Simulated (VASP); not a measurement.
A run of VASP 6.6.1 is set up as follows.

INCAR

```
  PREC = Accurate
  ENCUT = 520
  EDIFF = 1E-6
  ISMEAR = 0
  SIGMA = 0.1
  LREAL = False
  LASPH = True
  NELM = 80
  ALGO = Fast
  ISIF = 2
  LWAVE = False
  LCHARG = True
  GGA = PE
  LELF = True
  LVHAR = True
  NBANDS = 14
```

KPOINTS

```
regular mesh
0
Gamma
  16 16 14
```

The input POSCAR:

```
AlNi
1.0
    1.9386940000     -1.9531901500      0.0000000000
    1.9386940000      1.9531901500      0.0000000000
    0.0000000000      0.0000000000      3.0994300413
Al Ni
1 1
Direct
    0.0000000000      0.0000000000      0.0000000000
    0.5000000000      0.5000000000      0.5000000000
```

Potentials or basis: VASP PAW PBE potentials, release 64 (Al, Ni).

Launch:

```bash
$ cat potpaw_PBE.64/Al/POTCAR potpaw_PBE.64/Ni/POTCAR > POTCAR
$ mpirun -np 1 vasp_std > vasp.out
```

(1) Estimate the band gap on the k mesh.

(2) Predict the pressure.

## Answers

(1) zero (an odd number of electrons rules out a gap without spin polarisation).

(2) 5.9 GPa.

Caveat: the cell stands under pressure.
